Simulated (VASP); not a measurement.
# Co (Fd-3m) in VASP: single point with PBEsol

Aim: the single point of Co with PBEsol.

Everything below comes from runs of VASP 6.6.1. Logs are shortened: lines on timing, memory, paths and dates and some standing lists are left out, and cuts for length are marked.

## 1. The cell of the first run

The structure is cubic, space group Fd-3m (No. 227). Conventional cell: a = 4.853 Å, b = 4.853 Å, c = 4.853 Å, α = 90.00°, β = 90.00°, γ = 90.00°. Co (site symmetry -43m) has 4 Co at 2.10 Å within 2.8 Å.

## 2. Single point, PBEsol

The input, INCAR:

```
PREC = Accurate ; ENCUT = 520
EDIFF = 1E-7 ; ISMEAR = -1
SIGMA = 0.13605693000000002 ; LREAL = False
LASPH = True ; NELM = 100
ALGO = Normal ; ISIF = 2
LWAVE = False ; LCHARG = False
GGA = PS ; NBANDS = 16
```

The input, KPOINTS:

```
Automatic mesh
0
Gamma
  9 9 9
```

The input, POSCAR:

```
Co
1.0
    0.0000000000      2.4266701217      2.4266701217
    2.4266701217      0.0000000000      2.4266701217
    2.4266701217      2.4266701217      0.0000000000
Co
2
Direct
    0.0000000000      0.0000000000      0.0000000000
    0.2500000000      0.2500000000      0.2500000000
```

Potentials or basis: VASP PAW PBE potentials, release 64 (Co).

The run is started by

```console
$ cat potpaw_PBE.64/Co/POTCAR > POTCAR
$ mpirun -np 1 vasp_std > vasp.out
```

OUTCAR:

```text
PREC = Accurate
   ENCUT = 520
   EDIFF = 1E-7
   ISMEAR = -1
   LREAL = False
   LASPH = True
   NELM = 100
   ISIF = 2
   GGA = PS

 ion  position               nearest neighbor table
   1  0.000  0.000  0.000-   2 2.10   2 2.10   2 2.10   2 2.10
   2  0.250  0.250  0.250-   1 2.10   1 2.10   1 2.10   1 2.10

  LATTYP: Found a face centered cubic cell.
 ALAT       =     4.8533402434

  Lattice vectors:

 A1 = (   0.0000000000,   2.4266701217,   2.4266701217)
 A2 = (   2.4266701217,   0.0000000000,   2.4266701217)
 A3 = (   2.4266701217,   2.4266701217,   0.0000000000)

Analysis of symmetry for initial positions (statically):
=====================================================================
 Subroutine PRICEL returns:
 Original cell was already a primitive cell.

 Routine SETGRP: Setting up the symmetry group for a
 face centered cubic supercell.

 Subroutine GETGRP returns: Found 48 space group operations
 (whereof 24 operations were pure point group operations)
 out of a pool of 48 trial point group operations.

The static configuration has the point symmetry T_d .
 The point group associated with its full space group is O_h .

Analysis of symmetry for dynamics (positions and initial velocities):
=====================================================================
 Subroutine PRICEL returns:
 Original cell was already a primitive cell.

 Routine SETGRP: Setting up the symmetry group for a
 face centered cubic supercell.

 Subroutine GETGRP returns: Found 48 space group operations
 (whereof 24 operations were pure point group operations)
 out of a pool of 48 trial point group operations.

The dynamic configuration has the point symmetry T_d .
 The point group associated with its full space group is O_h .

 Subroutine INISYM returns: Found 48 space group operations
 (whereof 24 operations are pure point group operations),
 and found     1 'primitive' translations

----------------------------------------------------------------------------------------

                                     Primitive cell

  volume of cell :      28.5800

  direct lattice vectors                    reciprocal lattice vectors
     0.000000000  2.426670122  2.426670122    -0.206043663  0.206043663  0.206043663
     2.426670122  0.000000000  2.426670122     0.206043663 -0.206043663  0.206043663
     2.426670122  2.426670122  0.000000000     0.206043663  0.206043663 -0.206043663

  length of vectors
     3.431829798  3.431829798  3.431829798     0.356878092  0.356878092  0.356878092

  position of ions in fractional coordinates (direct lattice)
     0.000000000  0.000000000  0.000000000
     0.250000000  0.250000000  0.250000000

  ion indices of the primitive-cell ions
   primitive index   ion index
                 1           1
                 2           2

----------------------------------------------------------------------------------------

 KPOINTS: Automatic mesh

Automatic generation of k-mesh.
 Grid dimensions read from file:
 generate k-points for:    9    9    9

 Generating k-lattice:

  Cartesian coordinates                     Fractional coordinates (reciprocal lattice)
    -0.022893740  0.022893740  0.022893740     0.111111111  0.000000000  0.000000000
     0.022893740 -0.022893740  0.022893740     0.000000000  0.111111111  0.000000000
     0.022893740  0.022893740 -0.022893740     0.000000000  0.000000000  0.111111111

  Length of vectors
     0.039653121  0.039653121  0.039653121

  Shift w.r.t. Gamma in fractional coordinates (k-lattice)
     0.000000000  0.000000000  0.000000000

 Subroutine IBZKPT returns following result:
 ===========================================

 Found     35 irreducible k-points:

 Following reciprocal coordinates:
            Coordinates               Weight
  0.000000  0.000000  0.000000      1.000000
  0.111111  0.000000  0.000000      8.000000
  0.222222  0.000000  0.000000      8.000000
  0.333333  0.000000  0.000000      8.000000
  0.444444  0.000000  0.000000      8.000000
  0.111111  0.111111  0.000000      6.000000
[... 16 lines left out ...]
 -0.333333  0.333333  0.000000     12.000000
  0.444444  0.444444  0.000000      6.000000
 [... further k-points ...]
   k-points           NKPTS =     35   k-points in BZ     NKDIM =     35   number of bands    NBANDS=     16
   number of dos      NEDOS =    301   number of ions     NIONS =      2
   total plane-waves  NPLWV =  21952
   dimension x,y,z NGX =    28 NGY =   28 NGZ =   28
   dimension x,y,z NGXF=    56 NGYF=   56 NGZF=   56
   ions per type =               2
   NGX,Y,Z   is equivalent  to a cutoff of  13.56, 13.56, 13.56 a.u.
   NGXF,Y,Z  is equivalent  to a cutoff of  27.13, 27.13, 27.13 a.u.
 SYSTEM =  unknown system
   PREC   = accura    normal or accurate (medium, high low for compatibility)
   ISTART =      0    job   : 0-new  1-cont  2-samecut
   ICHARG =      2    charge: 1-file 2-atom 10-const
   ISPIN  =      1    spin polarized calculation?
   LNONCOLLINEAR =      F non collinear calculations
   LSORBIT =      F    spin-orbit coupling
   LASPH  =      T    aspherical Exc in radial PAW
   ENCUT  =  520.0 eV  38.22 Ry    6.18 a.u.   6.38  6.38  6.38*2*pi/ulx,y,z
   NELM   =    100;   NELMIN=  2; NELMDL= -5     # of ELM steps
   EDIFF  = 0.1E-06   stopping-criterion for ELM
   LREAL  =      F    real-space projection
   EDIFFG = 0.1E-05   stopping-criterion for IOM
   NSW    =      0    number of steps for IOM
   IBRION =     -1    ionic relax: 0-MD 1-quasi-New 2-CG
   NFREE  =      0    steps in history (QN), initial steepest desc. (CG)
   ISIF   =      2    stress and relaxation
   ISYM   =      2    0-nonsym 1-usesym 2-fastsym
   POTIM  = 0.5000    time-step for ionic-motion
   TEBEG  =    0.0;   TEEND  =   0.0 temperature during run
   PSTRESS=    0.0 pullay stress
   NELECT =      18.0000    total number of electrons
   NUPDOWN=      -1.0000    fix difference up-down
   EMIN   =  10.00;   EMAX   =-10.00  energy-range for DOS
   EFERMI =   0.00;   METHOD = LEGACY
   ISMEAR =    -1;   SIGMA  =   0.14  broadening in eV -4-tet -1-fermi 0-gaus
   EFERMI_NEDOS =   21; number of points for ismear=-14 and -15
   IALGO  =     38    algorithm
   IMIX   =      4    mixing-type and parameters
     AMIX     =   0.40;   BMIX     =  1.00
     AMIX_MAG =   1.60;   BMIX_MAG =  1.00
  volume/ion in A,a.u.               =      14.29        96.43
  Fermi-wavevector in a.u.,A,eV,Ry     =   1.403282  2.651818 26.792594  1.969200
  Thomas-Fermi vector in A             =   2.525959
   LORBIT       =      0    0 simple, 1 ext, 2 COOP (PROOUT), +10 PAW based schemes
   GGA     = PS    functional components
   LHFCALC =     F    Hartree Fock is set to
   AEXX    =    0.0000 exact exchange contribution
   IVDW    =     0    specifies the selected vdW correction
   LEPSILON=     F    determine dielectric tensor
   LRPA    =     F    only Hartree local field effects (RPA)
 non-spin polarized calculation
  energy-cutoff  :      520.00
  volume of cell :       28.58
 maximum number of plane-waves:       779
 NGX is ok and might be reduce to    28
   NGX = 13   NGY = 13   NGZ = 13

 number of electron      17.9999998 magnetization

 Free energy of the ion-electron system (eV)
  ---------------------------------------------------
  ext. energy  EPLUGINS =         0.00000000
  ---------------------------------------------------
  free energy    TOTEN  =       -12.76047828 eV

  energy without entropy =      -12.52292164  energy(sigma->0) =      -12.64169996

 E-fermi :   6.6068     XC(G=0): -11.7456

 val. band max:        6.5748815718   @ k =   0.3333   0.2222   0.1111
 cond. band min:       6.6068140040   @ k =   0.4444   0.2222   0.0000
 fundamental gap:      0.0319324322
 Fermi energy:         6.6067581879

 k-point     1 :       0.0000    0.0000    0.0000
  band No.  band energies     occupation
      1      -0.5164      2.00000
      2       3.4413      2.00000
      3       3.4413      2.00000
      4       3.6209      2.00000
      5       3.6209      2.00000
      6       3.6209      2.00000
[... 8 lines left out ...]
     15      20.5384      0.00000
     16      20.5384      0.00000

 k-point     2 :       0.1111    0.0000    0.0000
  band No.  band energies     occupation
      1      -0.2656      2.00000
      2       3.3186      2.00000
      3       3.3186      2.00000
      4       3.6352      2.00000
      5       3.8010      2.00000
      6       3.8010      2.00000
[... 8 lines left out ...]
     15      21.1192      0.00000
     16      22.0393      0.00000

 k-point     3 :       0.2222    0.0000    0.0000
  band No.  band energies     occupation
      1       0.4557      2.00000
      2       3.2490      2.00000
      3       3.2490      2.00000
      4       3.6982      2.00000
      5       3.9696      2.00000
      6       3.9696      2.00000
[... 8 lines left out ...]
     15      20.3215      0.00000
     16      22.2187      0.00000

 k-point     4 :       0.3333    0.0000    0.0000
  band No.  band energies     occupation
      1       1.5207      2.00000
      2       3.3080      2.00000
      3       3.3080      2.00000
      4       3.7941      2.00000
      5       3.9283      2.00000
      6       3.9283      2.00000
[... 8 lines left out ...]
     15      19.6845      0.00000
     16      21.1976      0.00000
[... 324 lines left out ...]
 k-point    22 :      -0.4444    0.3333    0.0000
  band No.  band energies     occupation
      1       2.6614      2.00000
      2       2.9883      2.00000
      3       3.5580      2.00000
      4       3.9149      2.00000
      5       4.2975      2.00000
      6       4.7231      2.00000
[... 8 lines left out ...]
     15      17.6059      0.00000
     16      21.3419      0.00000

 k-point    23 :      -0.3333    0.3333    0.0000
  band No.  band energies     occupation
      1       2.6410      2.00000
      2       3.1977      2.00000
      3       3.3869      2.00000
      4       3.8520      2.00000
      5       4.1882      2.00000
      6       4.7660      2.00000
[... 8 lines left out ...]
     15      17.8882      0.00000
     16      24.3745      0.00000

 k-point    24 :       0.4444    0.4444    0.0000
  band No.  band energies     occupation
      1       2.6801      2.00000
      2       2.8986      2.00000
      3       3.6875      2.00000
      4       3.6875      2.00000
      5       4.1363      2.00000
      6       4.7428      2.00000
[... 8 lines left out ...]
     15      17.3283      0.00000
     16      17.4538      0.00000

 [... further k-points ...]
[... 5 lines left out ...]
  --------------------------------------------------------------------------------------
  -------------------------------------------------------------------------------------
  Total       -0.2609115     -0.2609115     -0.2609115      0.0000000     -0.0000000     -0.0000000
  in kB      -14.6265401    -14.6265401    -14.6265401      0.0000000     -0.0000000     -0.0000000
  external PRESSURE =     -14.6265401 kB  Pullay stress =       0.0000000 kB

 VOLUME and BASIS-vectors are now :
 -----------------------------------------------------------------------------
  energy-cutoff  :      520.00
  volume of cell :       28.58
      direct lattice vectors                 reciprocal lattice vectors
     0.000000000  2.426670122  2.426670122    -0.206043663  0.206043663  0.206043663
     2.426670122  0.000000000  2.426670122     0.206043663 -0.206043663  0.206043663
     2.426670122  2.426670122  0.000000000     0.206043663  0.206043663 -0.206043663

 POSITION                                       TOTAL-FORCE (eV/Angst)
 -----------------------------------------------------------------------------------
      0.00000      0.00000      0.00000         0.000000      0.000000      0.000000
      1.21334      1.21334      1.21334        -0.000000     -0.000000     -0.000000
 -----------------------------------------------------------------------------------
    total drift:                                0.000000      0.000000      0.000000

  FREE ENERGIE OF THE ION-ELECTRON SYSTEM (eV)
  ---------------------------------------------------
  free  energy   TOTEN  =       -12.7604782804 eV

  energy  without entropy=      -12.5229216387  energy(sigma->0) =      -12.64169996
```

It took 42 s on 1 thread of Intel Xeon Platinum 8488C (Sapphire Rapids), shared host; peak memory 0.16 GiB.

Results:

* Free energy: -12.7605 eV
* Pressure: -1.5 GPa
* Band gap on the k mesh: zero (band 9 reaches 7.07 eV, above the bottom of band 10 at 6.34 eV)

Levels at points of the mesh, in eV from the Fermi level:
```csv
k point,band 7,band 8,band 9,band 10,band 11,band 12
"(0.00, 0.00, 0.00)",-1.08,-1.08,-1.08,0.34,0.34,13.67
```

Caveat: the PAW data sets were made with another functional, which shifts forces and pressure a little; the run has no spin polarisation, though such a crystal can be magnetic.
